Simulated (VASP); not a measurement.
Input of a VASP 6.6.1 run:

Contents of INCAR:

```
  ALGO = Normal
  EDIFF = 1E-7
  EDIFFG = -0.04
  ENCUT = 600
  GGA = PE
  IBRION = 2
  ISIF = 3
  ISMEAR = 0
  LASPH = True
  LCHARG = False
  LREAL = False
  LWAVE = False
  NELM = 100
  NSW = 90
  PREC = Accurate
  SIGMA = 0.1
```

File KPOINTS:

```
k-points
0
Gamma
  6 6 6
```

Contents of POSCAR:

```
As
1.0
    0.0000000000      2.8264095920      2.8264095920
    2.8264095920      0.0000000000      2.8264095920
    2.8264095920      2.8264095920      0.0000000000
As
2
Direct
    0.5000000000      0.5000000000      0.5000000000
    0.7500000000      0.7500000000      0.7500000000
```

Potentials or basis: VASP PAW PBE potentials, release 64 (As).

Launch:

```sh
$ cat potpaw_PBE.64/As/POTCAR > POTCAR
$ mpirun -np 1 vasp_std > vasp.out
```

(1) Predict the relaxed volume.

(2) Predict the space group after relaxing (to 0.05 Å).

(3) What does it give for the band gap on the k mesh?

(4) Estimate the relaxed cell.

Answers

(1) 28.86 Å³/atom.

(2) Fd-3m (No. 227).

(3) zero (band 5 reaches 3.31 eV, above the bottom of band 6 at 2.24 eV).

(4) a = 4.338 Å, b = 4.338 Å, c = 4.338 Å, α = 60.00°, β = 60.00°, γ = 60.00°.

Caveat: the volume moved by over 15 % at a fixed basis, so the end points are rough.
